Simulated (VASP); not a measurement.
# PtSe2 (P-3m1) in VASP: a series of runs

The runs below take PtSe2 through single point, with r2SCAN+rVV10, revPBE+D3(BJ).

All numbers are computed with VASP 6.6.1; they aren't measurements. Logs are shortened: lines on timing, memory, paths and dates and some standing lists are left out, and cuts for length are marked.

**1. The cell of the first run**

Symmetry: P-3m1, No. 164, trigonal system. Conventional cell: a = 3.699 Å, b = 3.699 Å, c = 5.028 Å, α = 90.00°, β = 90.00°, γ = 120.00°. Pt (site symmetry -3m) has 6 Se at 2.48 Å within 3.3 Å. Within 3.3 Å of Se (site symmetry 3m) lie 3 Pt at 2.48 Å and 6 Se at 3.30 Å.

**2. Single point, r2SCAN+rVV10**

File POSCAR:

```
PtSe2
1.0
    3.6990059583      0.0000000000      0.0000000000
   -1.8495029792      3.2034331287      0.0000000000
    0.0000000000      0.0000000000      5.0280258220
Pt Se
1 2
Direct
    0.0000000000      0.0000000000      0.0000000000
    0.6666666667      0.3333333333      0.7500000000
    0.3333333333      0.6666666667      0.2500000000
```

File INCAR.step1:

```
PREC = Accurate
ENCUT = 520
ISMEAR = -1
SIGMA = 0.05
LREAL = False
LASPH = True
NELM = 80
NBANDS = 18
GGA = PE
ALGO = Normal
EDIFF = 1E-4
LWAVE = True
LCHARG = False
```

File INCAR.step2:

```
PREC = Accurate
ENCUT = 520
EDIFF = 1E-6
ISMEAR = -1
SIGMA = 0.05
LREAL = False
LASPH = True
NELM = 80
ALGO = Normal
ISIF = 2
LWAVE = False
LCHARG = False
METAGGA = R2SCAN
LMIXTAU = True
LUSE_VDW = True
IVDW_NL = 2
BPARAM = 11.95
CPARAM = 0.0093
NBANDS = 18
ISTART = 1
```

File KPOINTS:

```
regular mesh
0
Gamma
  8 8 5
```

Potentials or basis: VASP PAW PBE potentials, release 64 (Pt, Se).

Command:

```bash
$ cat potpaw_PBE.64/Pt/POTCAR potpaw_PBE.64/Se/POTCAR > POTCAR
$ cp INCAR.step1 INCAR
$ mpirun -np 1 vasp_std > vasp.out
$ cp INCAR.step2 INCAR
$ mpirun -np 1 vasp_std > vasp.out
```

OUTCAR:

```text
PREC = Accurate
   ENCUT = 520
   EDIFF = 1E-6
   ISMEAR = -1
   LREAL = False
   LASPH = True
   NELM = 80
   ISIF = 2
   METAGGA = R2SCAN
   IVDW_NL = 2
   BPARAM = 11.95
   ISTART = 1

 ion  position               nearest neighbor table
   1  0.000  0.000  0.000-   2 2.48   3 2.48   2 2.48   3 2.48   2 2.48   3 2.48
   2  0.667  0.333  0.750-   1 2.48   1 2.48   1 2.48
   3  0.333  0.667  0.250-   1 2.48   1 2.48   1 2.48

  LATTYP: Found a hexagonal cell.
 ALAT       =     3.6990059583
 C/A-ratio  =     1.3592910849

  Lattice vectors:

 A1 = (   3.6990059583,   0.0000000000,   0.0000000000)
 A2 = (  -1.8495029792,   3.2034331287,   0.0000000000)
 A3 = (   0.0000000000,   0.0000000000,   5.0280258220)

Analysis of symmetry for initial positions (statically):
=====================================================================
 Subroutine PRICEL returns:
 Original cell was already a primitive cell.

 Routine SETGRP: Setting up the symmetry group for a
 hexagonal supercell.

 Subroutine GETGRP returns: Found 12 space group operations
 (whereof 12 operations were pure point group operations)
 out of a pool of 24 trial point group operations.

The static configuration has the point symmetry D_3d.

Analysis of symmetry for dynamics (positions and initial velocities):
=====================================================================
 Subroutine PRICEL returns:
 Original cell was already a primitive cell.

 Routine SETGRP: Setting up the symmetry group for a
 hexagonal supercell.

 Subroutine GETGRP returns: Found 12 space group operations
 (whereof 12 operations were pure point group operations)
 out of a pool of 24 trial point group operations.

The dynamic configuration has the point symmetry D_3d.

 Subroutine INISYM returns: Found 12 space group operations
 (whereof 12 operations are pure point group operations),
 and found     1 'primitive' translations

----------------------------------------------------------------------------------------

                                     Primitive cell

  volume of cell :      59.5797

  direct lattice vectors                    reciprocal lattice vectors
     3.699005958  0.000000000  0.000000000     0.270342901  0.156082546  0.000000000
    -1.849502979  3.203433129  0.000000000     0.000000000  0.312165093  0.000000000
     0.000000000  0.000000000  5.028025822     0.000000000  0.000000000  0.198885216

  length of vectors
     3.699005958  3.699005958  5.028025822     0.312165093  0.312165093  0.198885216

  position of ions in fractional coordinates (direct lattice)
     0.000000000  0.000000000  0.000000000
     0.666666667  0.333333333  0.750000000
     0.333333333  0.666666667  0.250000000

  ion indices of the primitive-cell ions
   primitive index   ion index
                 1           1
                 2           2
                 3           3

----------------------------------------------------------------------------------------

 KPOINTS: regular mesh

Automatic generation of k-mesh.
 Grid dimensions read from file:
 generate k-points for:    8    8    5

 Generating k-lattice:

  Cartesian coordinates                     Fractional coordinates (reciprocal lattice)
     0.033792863  0.019510318  0.000000000     0.125000000 -0.000000000  0.000000000
     0.000000000  0.039020637  0.000000000     0.000000000  0.125000000  0.000000000
     0.000000000  0.000000000  0.039777043     0.000000000  0.000000000  0.200000000

  Length of vectors
     0.039020637  0.039020637  0.039777043

  Shift w.r.t. Gamma in fractional coordinates (k-lattice)
     0.000000000  0.000000000  0.000000000

 Subroutine IBZKPT returns following result:
 ===========================================

 Found     40 irreducible k-points:

 Following reciprocal coordinates:
            Coordinates               Weight
  0.000000  0.000000  0.000000      1.000000
  0.125000  0.000000  0.000000      6.000000
  0.250000  0.000000  0.000000      6.000000
  0.375000  0.000000  0.000000      6.000000
  0.500000  0.000000  0.000000      3.000000
  0.125000  0.125000  0.000000      6.000000
[... 16 lines left out ...]
 -0.125000  0.500000  0.200000     12.000000
  0.250000  0.250000  0.200000     12.000000
 [... further k-points ...]
   k-points           NKPTS =     40   k-points in BZ     NKDIM =     40   number of bands    NBANDS=     18
   number of dos      NEDOS =    301   number of ions     NIONS =      3
   total plane-waves  NPLWV =  31360
   dimension x,y,z NGX =    28 NGY =   28 NGZ =   40
   dimension x,y,z NGXF=    56 NGYF=   56 NGZF=   80
   ions per type =               1   2
   NGX,Y,Z   is equivalent  to a cutoff of  12.58, 12.58, 13.23 a.u.
   NGXF,Y,Z  is equivalent  to a cutoff of  25.17, 25.17, 26.45 a.u.
 SYSTEM =  unknown system
   PREC   = accura    normal or accurate (medium, high low for compatibility)
   ISTART =      1    job   : 0-new  1-cont  2-samecut
   ICHARG =      0    charge: 1-file 2-atom 10-const
   ISPIN  =      1    spin polarized calculation?
   LNONCOLLINEAR =      F non collinear calculations
   LSORBIT =      F    spin-orbit coupling
   LASPH  =      T    aspherical Exc in radial PAW
   ENCUT  =  520.0 eV  38.22 Ry    6.18 a.u.   6.88  6.88  9.35*2*pi/ulx,y,z
   NELM   =     80;   NELMIN=  2; NELMDL=  0     # of ELM steps
   EDIFF  = 0.1E-05   stopping-criterion for ELM
   LREAL  =      F    real-space projection
   EDIFFG = 0.1E-04   stopping-criterion for IOM
   NSW    =      0    number of steps for IOM
   IBRION =     -1    ionic relax: 0-MD 1-quasi-New 2-CG
   NFREE  =      0    steps in history (QN), initial steepest desc. (CG)
   ISIF   =      2    stress and relaxation
   ISYM   =      2    0-nonsym 1-usesym 2-fastsym
   POTIM  = 0.5000    time-step for ionic-motion
   TEBEG  =    0.0;   TEEND  =   0.0 temperature during run
   PSTRESS=    0.0 pullay stress
   NELECT =      22.0000    total number of electrons
   NUPDOWN=      -1.0000    fix difference up-down
   EMIN   =  10.00;   EMAX   =-10.00  energy-range for DOS
   EFERMI =   0.00;   METHOD = LEGACY
   ISMEAR =    -1;   SIGMA  =   0.05  broadening in eV -4-tet -1-fermi 0-gaus
   EFERMI_NEDOS =   21; number of points for ismear=-14 and -15
   IALGO  =     38    algorithm
   IMIX   =      4    mixing-type and parameters
[... 25 lines left out ...]
  ---------------------------------------------------
  free energy    TOTEN  =       -80.94654326 eV

  energy without entropy =      -80.94320448  energy(sigma->0) =      -80.94487387

 E-fermi :   6.7226     XC(G=0): -11.4236

 val. band max:        6.6432225853   @ k =   0.0000   0.1250   0.2000
 cond. band min:       6.8265717048   @ k =   0.3750   0.2500   0.0000
 fundamental gap:      0.1833491195
 Fermi energy:         6.7225712163

 k-point     1 :       0.0000    0.0000    0.0000
  band No.  band energies     occupation
      1      -9.9336      2.00000
      2      -6.8439      2.00000
      3      -1.0746      2.00000
      4      -0.3590      2.00000
      5      -0.3590      2.00000
      6       2.2174      2.00000
[... 10 lines left out ...]
     17      14.2872      0.00000
     18      19.1789      0.00000

 k-point     2 :       0.1250    0.0000    0.0000
  band No.  band energies     occupation
      1      -9.7443      2.00000
      2      -6.9361      2.00000
      3      -0.8569      2.00000
      4      -0.2368      2.00000
      5      -0.2172      2.00000
      6       1.9698      2.00000
[... 10 lines left out ...]
     17      14.8751      0.00000
     18      16.9311      0.00000

 k-point     3 :       0.2500    0.0000    0.0000
  band No.  band energies     occupation
      1      -9.2209      2.00000
      2      -7.1674      2.00000
      3      -0.3312      2.00000
      4       0.0598      2.00000
      5       0.1933      2.00000
      6       1.0327      2.00000
[... 10 lines left out ...]
     17      15.3171      0.00000
     18      15.4372      0.00000

 k-point     4 :       0.3750    0.0000    0.0000
  band No.  band energies     occupation
      1      -8.5160      2.00000
      2      -7.4702      2.00000
      3      -0.6976      2.00000
      4       0.3059      2.00000
      5       0.5807      2.00000
      6       1.2176      2.00000
[... 10 lines left out ...]
     17      14.7059      0.00000
     18      16.7373      0.00000

 k-point     5 :       0.5000    0.0000    0.0000
  band No.  band energies     occupation
      1      -7.9126      2.00000
      2      -7.8599      2.00000
      3      -1.2273      2.00000
      4       0.3673      2.00000
      5       0.8755      2.00000
      6       2.0846      2.00000
[... 10 lines left out ...]
     17      14.3787      0.00000
     18      18.5799      0.00000

 k-point     6 :       0.1250    0.1250    0.0000
  band No.  band energies     occupation
      1      -9.3874      2.00000
      2      -7.0947      2.00000
      3      -0.4635      2.00000
      4      -0.0092      2.00000
      5       0.0241      2.00000
      6       1.5207      2.00000
[... 10 lines left out ...]
     17      15.3820      0.00000
     18      15.9518      0.00000

 k-point     7 :       0.2500    0.1250    0.0000
  band No.  band energies     occupation
      1      -8.7704      2.00000
      2      -7.3404      2.00000
      3      -0.1120      2.00000
      4       0.0589      2.00000
      5       0.5445      2.00000
      6       0.7350      2.00000
[... 10 lines left out ...]
     17      14.9604      0.00000
     18      16.1918      0.00000

 k-point     8 :       0.3750    0.1250    0.0000
  band No.  band energies     occupation
      1      -8.1143      2.00000
      2      -7.6411      2.00000
      3      -0.9722      2.00000
      4       0.2037      2.00000
      5       0.8810      2.00000
      6       1.4011      2.00000
[... 10 lines left out ...]
     17      15.9812      0.00000
     18      16.9235      0.00000
[... 229 lines left out ...]
     17      14.8531      0.00000
     18      16.1633      0.00000

 k-point    20 :       0.2500    0.1250    0.2000
  band No.  band energies     occupation
      1      -8.6256      2.00000
      2      -7.5311      2.00000
      3      -0.2526      2.00000
      4       0.0515      2.00000
      5       0.4258      2.00000
      6       1.2343      2.00000
[... 10 lines left out ...]
     17      15.7030      0.00000
     18      15.7951      0.00000

 k-point    21 :      -0.1250    0.3750    0.2000
  band No.  band energies     occupation
      1      -8.6849      2.00000
      2      -7.4232      2.00000
      3      -0.5956      2.00000
      4      -0.0808      2.00000
      5       0.4337      2.00000
      6       1.1521      2.00000
[... 10 lines left out ...]
     17      15.1732      0.00000
     18      16.8005      0.00000

 k-point    22 :       0.3750    0.1250    0.2000
  band No.  band energies     occupation
      1      -7.9626      2.00000
      2      -7.7828      2.00000
      3      -0.9886      2.00000
      4       0.1576      2.00000
      5       1.0473      2.00000
      6       1.0707      2.00000
[... 10 lines left out ...]
     17      16.2437      0.00000
     18      16.7702      0.00000

 k-point    23 :      -0.1250    0.5000    0.2000
  band No.  band energies     occupation
      1      -8.1491      2.00000
      2      -7.5544      2.00000
      3      -1.1548      2.00000
      4      -0.0066      2.00000
      5       0.5926      2.00000
      6       1.7750      2.00000
[... 10 lines left out ...]
     17      16.4538      0.00000
     18      17.1175      0.00000

 k-point    24 :       0.2500    0.2500    0.2000
  band No.  band energies     occupation
      1      -8.1332      2.00000
      2      -7.5892      2.00000
      3      -0.5928      2.00000
      4      -0.1093      2.00000
      5       0.4180      2.00000
      6       1.2459      2.00000
[... 10 lines left out ...]
     17      15.6027      0.00000
     18      16.2217      0.00000

 [... further k-points ...]

------------------------ aborting loop because EDIFF is reached ----------------------------------------

  FORCE on cell =-STRESS in cart. coord.  units (eV):
  Direction    XX          YY          ZZ          XY          YZ          ZX
  --------------------------------------------------------------------------------------
  -------------------------------------------------------------------------------------
  Total        2.7857724      2.7857724      2.3405451     -0.0000000      0.0000000      0.0000000
  in kB       74.9131425     74.9131425     62.9403853     -0.0000000      0.0000000      0.0000000
  external PRESSURE =      70.9222234 kB  Pullay stress =       0.0000000 kB

 VOLUME and BASIS-vectors are now :
 -----------------------------------------------------------------------------
  energy-cutoff  :      520.00
  volume of cell :       59.58
      direct lattice vectors                 reciprocal lattice vectors
     3.699005958  0.000000000  0.000000000     0.270342901  0.156082546  0.000000000
    -1.849502979  3.203433129  0.000000000     0.000000000  0.312165093  0.000000000
     0.000000000  0.000000000  5.028025822     0.000000000  0.000000000  0.198885216

 POSITION                                       TOTAL-FORCE (eV/Angst)
 -----------------------------------------------------------------------------------
      0.00000      0.00000      0.00000        -0.000000      0.000000      0.000000
      1.84950      1.06781      3.77102         0.000000     -0.000000     -0.715542
     -0.00000      2.13562      1.25701         0.000000      0.000000      0.715542
 -----------------------------------------------------------------------------------
    total drift:                               -0.000000     -0.000000     -0.000000

  FREE ENERGIE OF THE ION-ELECTRON SYSTEM (eV)
  ---------------------------------------------------
  free  energy   TOTEN  =       -80.9465432647 eV

  energy  without entropy=      -80.9432044833  energy(sigma->0) =      -80.94487387
```

Run time: 4.3 min. Hardware: 1 thread of Intel Xeon 8259CL, shared host; peak memory 0.33 GiB.

What came out:

- Free energy: -80.9465 eV
- Pressure: 7.1 GPa
- Largest force: 0.716 eV/Å
- Band gap on the k mesh: zero (bands 11 and 12 overlap by 0.18 eV)

Forces on the atoms (eV/Å):
```
Pt   0.000  0.000  0.000
Se   0.000  0.000 -0.716
Se   0.000  0.000  0.716
```

Caveat: the cell stands under pressure; the PAW data sets were made with another functional, which shifts forces and pressure a little; spin-orbit coupling is left out, which moves the levels of the heavy elements.

**3. Single point, r2SCAN+rVV10**

This run uses another cell than the first one, of 20.27 Å³/atom.

File POSCAR:

```
PtSe2
1.0
    3.7240000000      0.0000000000      0.0000000000
   -1.8620000000      3.2250786037      0.0000000000
    0.0000000000      0.0000000000      5.0620000000
Pt Se
1 2
Direct
    0.0000000000      0.0000000000      0.0000000000
    0.6666666667      0.3333333333      0.7500000000
    0.3333333333      0.6666666667      0.2500000000
```

File INCAR.step1:

```
PREC = Accurate
ENCUT = 520
ISMEAR = -1
SIGMA = 0.05
LREAL = F
LASPH = T
NELM = 80
NBANDS = 18
GGA = PE
ALGO = Normal
EDIFF = 1E-4
LWAVE = T
LCHARG = F
```

File INCAR.step2:

```
PREC = Accurate
ENCUT = 520
EDIFF = 1E-6
ISMEAR = -1
SIGMA = 0.05
LREAL = F
LASPH = T
NELM = 80
ALGO = Normal
ISIF = 2
LWAVE = F
LCHARG = F
METAGGA = R2SCAN
LMIXTAU = T
LUSE_VDW = T
IVDW_NL = 2
BPARAM = 11.95
CPARAM = 0.0093
NBANDS = 18
ISTART = 1
```

KPOINTS is that of step 2.

Potentials or basis: VASP PAW PBE potentials, release 64 (Pt, Se).

Command:

```bash
$ cat potpaw_PBE.64/Pt/POTCAR potpaw_PBE.64/Se/POTCAR > POTCAR
$ cp INCAR.step1 INCAR
$ mpirun -np 1 vasp_std > vasp.out
$ cp INCAR.step2 INCAR
$ mpirun -np 1 vasp_std > vasp.out
```

Run time: 4.9 min. Hardware: 1 thread of Intel Xeon 8259CL, shared host; peak memory 0.33 GiB.

The run converged. Its results:

```yaml
Free_energy: -80.9886 eV
Pressure: 4.0 GPa
Largest_force: 0.448 eV/Å
Band_gap_on_the_k_mesh: zero (bands 11 and 12 overlap by 0.18 eV)
```

Forces in eV/Å, atoms in the order of the input:
```
Pt   0.000  0.000  0.000
Se   0.000  0.000 -0.448
Se   0.000  0.000  0.448
```

Stress tensor (GPa, compression positive):
```
4.04 0.00 0.00
0.00 4.04 0.00
0.00 0.00 3.91
```

Levels at points of the mesh, in eV from the Fermi level:
```tsv
k point	band 8	band 9	band 10	band 11	band 12	band 13	band 14	band 15
(0.00, 0.00, 0.00)	-2.85	-1.28	-1.28	0.29	1.44	1.44	3.89	4.64
(0.50, 0.00, 0.00)	-3.87	-3.83	-3.76	-3.20	0.66	2.36	4.96	6.20
```

Caveat: the cell stands under pressure; the PAW data sets were made with another functional, which shifts forces and pressure a little; spin-orbit coupling is left out, which moves the levels of the heavy elements.

**4. Single point, revPBE+D3(BJ)**

This run uses another cell than the first one, of 18.64 Å³/atom.

File INCAR:

```
PREC = Accurate ; ENCUT = 500
EDIFF = 1E-6 ; ISMEAR = 0
SIGMA = 0.05 ; LREAL = False
LASPH = True ; NELM = 120
ALGO = Normal ; ISIF = 2
LWAVE = False ; LCHARG = False
GGA = RE ; IVDW = 12
NBANDS = 18 ; GGA_COMPAT = False
```

File KPOINTS:

```
Automatic mesh
0
Gamma
  9 9 6
```

File POSCAR:

```
PtSe2
1.0
    3.6219207900      0.0000000000      0.0000000000
   -1.8109603950      3.1366754146      0.0000000000
    0.0000000000      0.0000000000      4.9232446400
Pt Se
1 2
Direct
    0.0000000000      0.0000000000      0.0000000000
    0.6666666667      0.3333333333      0.7500000000
    0.3333333333      0.6666666667      0.2500000000
```

Command:

```bash
$ cat potpaw_PBE.64/Pt/POTCAR potpaw_PBE.64/Se/POTCAR > POTCAR
$ mpirun -np 1 vasp_std > vasp.out
```

Run time: 40 s. Hardware: 1 thread of Intel Xeon Platinum 8488C (Sapphire Rapids), shared host; peak memory 0.22 GiB.

The run converged. Its results:

- Free energy: -15.5127 eV
- Pressure: 15.3 GPa
- Largest force: 1.919 eV/Å
- Band gap on the k mesh: zero (bands 11 and 12 overlap by 0.37 eV)
- Dispersion energy per atom: -1.005 eV

Forces in eV/Å, atoms in the order of the input:
```
Pt   0.000  0.000  0.000
Se   0.000  0.000 -1.919
Se   0.000  0.000  1.919
```

Stress tensor (GPa, compression positive):
```
17.77  0.00  0.00
 0.00 17.77  0.00
 0.00  0.00 10.30
```

Levels at points of the mesh, in eV from the Fermi level:
| k point | band 8 | band 9 | band 10 | band 11 | band 12 | band 13 | band 14 | band 15 |
| --- | --- | --- | --- | --- | --- | --- | --- | --- |
| (0.00, 0.00, 0.00) | -3.00 | -1.31 | -1.31 | 0.29 | 1.47 | 1.47 | 3.32 | 4.80 |
| (0.00, 0.00, 0.50) | -3.40 | -1.79 | -1.79 | -1.78 | 2.47 | 2.47 | 4.63 | 6.60 |

Caveat: three body term missing; the cell stands under pressure; the PAW data sets were made with another functional, which shifts forces and pressure a little; spin-orbit coupling is left out, which moves the levels of the heavy elements.

**5. The runs side by side**

```tsv
level	cell	k mesh	cutoff (eV)	smearing	gap on the mesh (eV)	pressure (GPa)	largest force (eV/Å)
r2SCAN+rVV10	a = 3.699, b = 3.699, c = 5.028 Å, angles 90.0, 90.0, 120.0°, 3 atoms	8 × 8 × 5	520	fermi-dirac 0.05 eV	none	7.1	0.72
r2SCAN+rVV10	a = 3.724, b = 3.724, c = 5.062 Å, angles 90.0, 90.0, 120.0°, 3 atoms	8 × 8 × 5	520	fermi-dirac 0.05 eV	none	4.0	0.45
revPBE+D3(BJ)	a = 3.622, b = 3.622, c = 4.923 Å, angles 90.0, 90.0, 120.0°, 3 atoms	9 × 9 × 6	500	gaussian 0.05 eV	none	15.3	1.92
```

Alike in all rows: task single point; potentials or basis VASP PAW PBE potentials, release 64 (Pt, Se); no spin polarisation.

Caveats: the cell stands under pressure; the PAW data sets were made with another functional, which shifts forces and pressure a little; spin-orbit coupling is left out, which moves the levels of the heavy elements; three body term missing (at least some runs).

Absolute energies hang on the potentials; compare differences alone.
